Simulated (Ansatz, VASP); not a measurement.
# Two plane-wave programs on In3Sb

INCAR

```
PREC     = Accurate       # precision mode
ENCUT    = 520            # plane-wave cutoff, eV
EDIFF    = 1E-6           # SCF threshold, eV
ISMEAR   = 0              # smearing method
SIGMA    = 0.1            # smearing width, eV
LREAL    = F              # projectors in reciprocal space
LASPH    = T              # aspherical terms in the spheres
NELM     = 60             # most SCF steps
ALGO     = Fast           # electronic algorithm
ISIF     = 2              # what is computed and relaxed
LWAVE    = F              # write WAVECAR
LCHARG   = F              # write CHGCAR
GGA      = PS             # functional
IVDW     = 12             # dispersion correction
NBANDS   = 30             # bands
```

The input KPOINTS:

```
Automatic mesh
0
Gamma
  10 10 10
```

POSCAR

```
In3Sb
1.0
    4.4966325222      0.0000000000      0.0000000000
    0.0000000000      4.4966325222      0.0000000000
    0.0000000000      0.0000000000      4.4966325222
In Sb
3 1
Direct
    0.5000000000      0.5000000000      0.0000000000
    0.5000000000      0.0000000000      0.5000000000
    0.0000000000      0.5000000000      0.5000000000
    0.0000000000      0.0000000000      0.0000000000
```

Input for Ansatz:

```yaml
crystal:
  lattice:
    - [4.4966325222, 0.0, 0.0]
    - [0.0, 4.4966325222, 0.0]
    - [0.0, 0.0, 4.4966325222]
  atoms:
    - { symbol: In, position: [0.5, 0.5, 0.0] }
    - { symbol: In, position: [0.5, 0.0, 0.5] }
    - { symbol: In, position: [0.0, 0.5, 0.5] }
    - { symbol: Sb, position: [0.0, 0.0, 0.0] }
basis:
  ecutwfc: 420
kpoints:
  mp_grid: { grid: [10, 10, 10] }
hamiltonian:
  xc: pbesol
  dispersion: d3bj
scf:
  occupations: { method: gaussian, width: 0.1 }
output:
  forces: true
  stress: true
  eigenvalues: true
```

Alike in both runs: task single point; functional PBEsol; dispersion D3(BJ); k mesh 10 × 10 × 10; occupations gaussian, width 0.1 eV; no spin polarisation.

|  | VASP | Ansatz |
| --- | --- | --- |
| version | VASP 6.6.1 | Ansatz 0.2.0 |
| potentials or method | VASP PAW PBE potentials, release 64 (In_d, Sb), cutoff 520 eV | scalar-relativistic, plane waves, PAW |
| valence electrons in the cell | 44 | 54 |

|  | VASP | Ansatz | Ansatz less VASP |
| --- | --- | --- | --- |
| gap on the k mesh at the Fermi level (eV) | none | none | - |
| pressure (GPa) | 6.4 | 6.3 | -0.11 |

VASP's potentials were made for PBE, not for PBEsol. A gap of «none» marks a metal or a gap that the smearing closes. VASP's potentials hold 44 valence electrons a cell and Ansatz's 54, so a difference there can come from the potentials and not from the codes.

Neither program's run includes spin-orbit coupling.
